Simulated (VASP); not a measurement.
# TaO (P6/mmm) in VASP: further runs, part 2 of 2

VASP 6.6.1.

**3. Relaxation of cell and atoms, PBE**

This run uses another cell than the first one, of 15.50 Å³/atom, 0.988 times its volume.

INCAR reads:

```
PREC = Accurate
ENCUT = 600
EDIFF = 1E-6
ISMEAR = 0
SIGMA = 0.1
LREAL = False
LASPH = True
NELM = 100
ALGO = Normal
ISIF = 3
LWAVE = False
LCHARG = False
GGA = PE
IBRION = 2
NSW = 100
EDIFFG = -0.01
```

KPOINTS reads:

```
regular mesh
0
Gamma
  21 21 14
```

POSCAR reads:

```
TaO
1.0
    3.0472832248      0.0000000000      0.0000000000
   -1.5236416124      2.6390246852      0.0000000000
    0.0000000000      0.0000000000      3.8549362674
Ta O
1 1
Direct
    0.0000000000      0.0000000000      0.5000000000
    0.0000000000      0.0000000000      0.0000000000
```

Potentials or basis: VASP PAW PBE potentials, release 64 (Ta_pv, O).

The run is started by

```bash
$ cat potpaw_PBE.64/Ta_pv/POTCAR potpaw_PBE.64/O/POTCAR > POTCAR
$ mpirun -np 1 vasp_std > vasp.out
```

OUTCAR:

```text
PREC = Accurate
   ENCUT = 600
   EDIFF = 1E-6
   ISMEAR = 0
   LREAL = False
   LASPH = True
   NELM = 100
   ISIF = 3
   GGA = PE
   IBRION = 2
   NSW = 100
   EDIFFG = -0.01

 ion  position               nearest neighbor table
   1  0.000  0.000  0.500-   2 1.93   2 1.93
   2  0.000  0.000  0.000-   1 1.93   1 1.93

  LATTYP: Found a hexagonal cell.
 ALAT       =     3.0472832248
 C/A-ratio  =     1.2650403599

  Lattice vectors:

 A1 = (   3.0472832248,   0.0000000000,   0.0000000000)
 A2 = (  -1.5236416124,   2.6390246852,   0.0000000000)
 A3 = (   0.0000000000,   0.0000000000,   3.8549362674)

Analysis of symmetry for initial positions (statically):
=====================================================================
 Subroutine PRICEL returns:
 Original cell was already a primitive cell.

[... 293 lines left out ...]
      5      -1.6346      2.00000
      6       0.1588      2.00000
      7       1.2480      2.00000
      8       1.2480      2.00000
      9       4.2034      0.00000
     10       4.2034      0.00000
     11       6.7187      0.00000
     12       6.7187      0.00000
[... 380 lines left out ...]
--------------------------------------- Ionic step        5  -------------------------------------------

 number of electron      17.0000000 magnetization

 Free energy of the ion-electron system (eV)
  ---------------------------------------------------
  ext. energy  EPLUGINS =         0.00000000
  ---------------------------------------------------
  free energy    TOTEN  =       -19.53173173 eV

  energy without entropy =      -19.52080831  energy(sigma->0) =      -19.52627002

 E-fermi :   3.6061     XC(G=0): -11.0319

 val. band max:        3.6017161124   @ k =   0.2857   0.0952   0.2857
 cond. band min:       3.6077000281   @ k =   0.0952   0.0952   0.2857
 fundamental gap:      0.0059839157
 Fermi energy:         3.6060577433

 k-point     1 :       0.0000    0.0000    0.0000
  band No.  band energies     occupation
      1     -31.3381      2.00000
      2     -30.7121      2.00000
      3     -30.7121      2.00000
      4     -15.7912      2.00000
      5      -1.6339      2.00000
      6       0.1873      2.00000
      7       1.3246      2.00000
      8       1.3246      2.00000
      9       4.2320      0.00000
     10       4.2320      0.00000
     11       6.7886      0.00000
     12       6.7886      0.00000
[... 374 lines left out ...]
  FREE ENERGIE OF THE ION-ELECTRON SYSTEM (eV)
  ---------------------------------------------------
  free  energy   TOTEN  =       -19.5317317300 eV

  energy  without entropy=      -19.5208083084  energy(sigma->0) =      -19.52627002

 reached required accuracy - stopping structural energy minimisation
```

Run time: 3.7 min. Hardware: 1 thread of AMD EPYC 7R13 (Zen 3), shared host; peak memory 0.29 GiB.

Results:

- Free energy: -19.5317 eV
- Relaxed volume: 15.68 Å³/atom
- Relaxed cell: a = 3.064 Å, b = 3.064 Å, c = 3.859 Å, α = 90.00°, β = 90.00°, γ = 120.00°
- Space group after relaxing (to 0.05 Å): P6/mmm (No. 191)
- Energy gained by relaxing: 0.8 meV/atom
- Ionic steps: 5
- Pressure after relaxing: 0.0 GPa

Step by step:
| step | energy change (eV) | largest force (eV/Å) | pressure (GPa) | volume (Å³) |
| --- | --- | --- | --- | --- |
| 1 | 0.0000 | 0.0000 | 1.37 | 31.00 |
| 2 | 0.0017 | 0.0000 | -2.25 | 31.60 |
| 3 | -0.0009 | 0.0000 | -0.03 | 31.22 |
| 4 | -0.0007 | 0.0000 | 0.07 | 31.53 |
| 5 | -0.0016 | 0.0000 | 0.03 | 31.37 |

Final structure:
```cif
data_structure
_symmetry_space_group_name_H-M 'P 1'
_symmetry_Int_Tables_number 1
_cell_length_a 3.0636
_cell_length_b 3.0636
_cell_length_c 3.8588
_cell_angle_alpha 90.000
_cell_angle_beta 90.000
_cell_angle_gamma 120.000
_cell_volume 31.37
loop_
_atom_site_label
_atom_site_type_symbol
_atom_site_fract_x
_atom_site_fract_y
_atom_site_fract_z
_atom_site_occupancy
Ta1 Ta 0.00000 0.00000 0.50000 1
O1 O 0.00000 0.00000 0.00000 1
```

Levels at points of the mesh, in eV from the Fermi level:
```tsv
k point	band 4	band 5	band 6	band 7	band 8	band 9	band 10	band 11	band 12
(0.00, 0.00, 0.00)	-19.40	-5.24	-3.42	-2.28	-2.28	0.63	0.63	3.18	3.18
(0.00, 0.00, 0.50)	-17.82	-7.71	-4.89	-3.31	-3.31	0.72	0.72	4.15	5.52
```

Caveat: spin-orbit coupling is left out, which moves the levels of the heavy elements; an odd number of electrons without spin polarisation forces a metal; a magnetic or distorted state may lie lower.

**4. Single point, PBE**

This run uses another cell than the first one, of 15.50 Å³/atom, 0.988 times its volume.

INCAR reads:

```
SYSTEM = TaO
PREC = Accurate ; ENCUT = 520
EDIFF = 1E-6 ; ISMEAR = 0
SIGMA = 0.1 ; LREAL = .False.
LASPH = .True. ; NELM = 100
ALGO = Normal ; ISIF = 2
LWAVE = .False. ; LCHARG = .True.
GGA = PE ; LELF = .True.
LVHAR = .True. ; NBANDS = 16
```

KPOINTS reads:

```
Automatic mesh
0
Gamma
  9 9 4
  0 0 0
```

POSCAR reads:

```
TaO
1.0
    3.0472832248      0.0000000035      0.0000000000
   -1.5236416154      2.6390246834      0.0000000000
    0.0000000000      0.0000000000      3.8549362674
Ta O
1 1
Direct
    0.0000000000      0.0000000000      0.5000000000
    0.0000000000      0.0000000000      0.0000000000
```

Potentials or basis: VASP PAW PBE potentials, release 64 (Ta_pv, O).

The run is started by

```bash
$ cat potpaw_PBE.64/Ta_pv/POTCAR potpaw_PBE.64/O/POTCAR > POTCAR
$ mpirun -np 1 vasp_std > vasp.out
```

OUTCAR:

```text
SYSTEM = TaO
   PREC = Accurate
   ENCUT = 520
   EDIFF = 1E-6
   ISMEAR = 0
   LREAL = .False.
   LASPH = .True.
   NELM = 100
   ISIF = 2
   GGA = PE

 ion  position               nearest neighbor table
   1  0.000  0.000  0.500-   2 1.93   2 1.93
   2  0.000  0.000  0.000-   1 1.93   1 1.93

  LATTYP: Found a hexagonal cell.
 ALAT       =     3.0472832248
 C/A-ratio  =     1.2650403599

  Lattice vectors:

 A1 = (   3.0472832248,   0.0000000035,   0.0000000000)
 A2 = (  -1.5236416154,   2.6390246834,   0.0000000000)
 A3 = (   0.0000000000,   0.0000000000,   3.8549362674)

Analysis of symmetry for initial positions (statically):
=====================================================================
 Subroutine PRICEL returns:
 Original cell was already a primitive cell.

 Routine SETGRP: Setting up the symmetry group for a
 hexagonal supercell.

 Subroutine GETGRP returns: Found 24 space group operations
 (whereof 24 operations were pure point group operations)
 out of a pool of 24 trial point group operations.

The static configuration has the point symmetry D_6h.

[... 155 lines left out ...]
  ext. energy  EPLUGINS =         0.00000000
  ---------------------------------------------------
  free energy    TOTEN  =       -19.56219535 eV

  energy without entropy =      -19.56032461  energy(sigma->0) =      -19.56125998

 E-fermi :   3.7324     XC(G=0): -11.0883

 val. band max:        3.5854636600   @ k =   0.2222   0.0000   0.0000
 cond. band min:       3.7882134028   @ k =   0.2222   0.2222   0.0000
 fundamental gap:      0.2027497428
 Fermi energy:         3.7323611439

 k-point     1 :       0.0000    0.0000    0.0000
  band No.  band energies     occupation
      1     -31.1935      2.00000
      2     -30.5790      2.00000
      3     -30.5790      2.00000
      4     -15.6813      2.00000
      5      -1.6200      2.00000
      6       0.3232      2.00000
[... 433 lines left out ...]
      3     -31.0073      2.00000
      4     -14.4516      2.00000
      5      -1.4823      2.00000
      6      -1.1099      2.00000
[... 8 lines left out ...]
     15      15.7577      0.00000
     16      17.2336      0.00000

 [... further k-points ...]
[... 5 lines left out ...]
  --------------------------------------------------------------------------------------
  -------------------------------------------------------------------------------------
  Total       -0.0316696     -0.0316696      0.2788921     -0.0000000      0.0000000      0.0000000
  in kB       -1.6367408     -1.6367408     14.4136296     -0.0000000      0.0000000      0.0000000
  external PRESSURE =       3.7133827 kB  Pullay stress =       0.0000000 kB

 VOLUME and BASIS-vectors are now :
 -----------------------------------------------------------------------------
  energy-cutoff  :      520.00
  volume of cell :       31.00
      direct lattice vectors                 reciprocal lattice vectors
     3.047283225  0.000000003  0.000000000     0.328161160  0.189463935  0.000000000
    -1.523641615  2.639024683  0.000000000    -0.000000000  0.378927869  0.000000000
     0.000000000  0.000000000  3.854936267     0.000000000  0.000000000  0.259407661

 POSITION                                       TOTAL-FORCE (eV/Angst)
 -----------------------------------------------------------------------------------
      0.00000      0.00000      1.92747         0.000000      0.000000      0.000000
      0.00000      0.00000      0.00000        -0.000000      0.000000      0.000000
 -----------------------------------------------------------------------------------
    total drift:                                0.000000      0.000000      0.000000

  FREE ENERGIE OF THE ION-ELECTRON SYSTEM (eV)
  ---------------------------------------------------
  free  energy   TOTEN  =       -19.5621953526 eV

  energy  without entropy=      -19.5603246143  energy(sigma->0) =      -19.56125998
```

It took 11 s on 1 thread of AMD EPYC 7R13 (Zen 3), shared host; peak memory 0.12 GiB.

What came out:

- Free energy: -19.5622 eV
- Pressure: 0.4 GPa

Caveat: the k points lie up to 0.41 Å⁻¹ apart; spin-orbit coupling is left out, which moves the levels of the heavy elements; an odd number of electrons without spin polarisation forces a metal; a magnetic or distorted state may lie lower.

**5. Overview**

| task | cell | k mesh | cutoff (eV) | gap on the mesh (eV) | pressure (GPa) |
| --- | --- | --- | --- | --- | --- |
| single point | a = 3.066, b = 3.066, c = 3.855 Å, angles 90.0, 90.0, 120.0°, 2 atoms | 21 × 21 × 14 | 520 | none | 0.4 |
| relaxation of cell and atoms | relaxed from a = 3.047, b = 3.047, c = 3.855 Å, angles 90.0, 90.0, 120.0°, 2 atoms | 21 × 21 × 14 | 600 | none | 0.0 |
| single point | a = 3.047, b = 3.047, c = 3.855 Å, angles 90.0, 90.0, 120.0°, 2 atoms | 9 × 9 × 4 | 520 | none | 0.4 |

Alike in all rows: level PBE; potentials or basis VASP PAW PBE potentials, release 64 (Ta_pv, O); no spin polarisation; smearing gaussian 0.1 eV.

Caveats: some runs use coarse meshes; spin-orbit coupling is left out, which moves the levels of the heavy elements; an odd number of electrons without spin polarisation forces a metal; a magnetic or distorted state may lie lower.

Absolute energies hang on the potentials; compare differences alone.
